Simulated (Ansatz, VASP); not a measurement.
# One calculation of Ge, two programs

```xyz
4
Lattice="4.0227 0.0000 0.0000 -2.0113 3.4838 0.0000 0.0000 0.0000 18.8685" Properties=species:S:1:pos:R:3 pbc="T T T"
Ge    0.0000    2.3225    5.1843
Ge    2.0113    1.1613    4.5000
Ge    4.6931   -0.3871   10.5685
Ge    2.6818    0.7742    9.8843
```

Alike in both runs: task single point; functional PBE; dispersion D3(BJ); k mesh 9 × 9 × 1; occupations gaussian, width 0.1 eV; no spin polarisation.

|  | VASP | Ansatz |
| --- | --- | --- |
| version | VASP 6.6.1 | Ansatz 0.2.0 |
| potentials or method | VASP PAW PBE potentials, release 64 (Ge_d), cutoff 520 eV | scalar-relativistic, plane waves, PAW |
| valence electrons in the cell | 56 | 56 |

```tsv
	VASP	Ansatz	Ansatz less VASP
gap on the k mesh at the Fermi level (eV)	0.07	0.07	0.000
least direct gap on the mesh (eV)	0.07	0.07	0.000
rms of the force components (eV/Å)	0.033	0.033	-0.0001
```

Atom by atom the forces differ by 0.001 eV/Å (rms over components).
